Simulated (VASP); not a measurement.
Input of a VASP 6.6.1 run:

The input INCAR:

```
ALGO = Fast
EDIFF = 1E-6
ENCUT = 520
GGA = PE
ISIF = 2
ISMEAR = 0
LASPH = T
LCHARG = F
LREAL = F
LWAVE = F
NBANDS = 17
NELM = 60
PREC = Accurate
SIGMA = 0.15
```

Contents of KPOINTS:

```
k-points
0
Gamma
  18 18 10
```

POSCAR

```
Pt
1.0
    2.8551000000      0.0000000000      0.0000000000
   -1.4275500000      2.4725891303      0.0000000000
    0.0000000000      0.0000000000      4.6021000000
Pt
2
Direct
    0.6666666667      0.3333333333      0.7500000000
    0.3333333333      0.6666666667      0.2500000000
```

Potentials or basis: VASP PAW PBE potentials, release 64 (Pt).

Run with:

```sh
$ cat potpaw_PBE.64/Pt/POTCAR > POTCAR
$ mpirun -np 1 vasp_std > vasp.out
```

(1) What does it give for the band gap on the k mesh?

(2) Estimate the pressure.

## Answers

(1) zero (band 10 reaches 10.16 eV, above the bottom of band 11 at 9.06 eV).

(2) -7.2 GPa.

Caveat: spin-orbit coupling is left out, which moves the levels of the heavy elements.
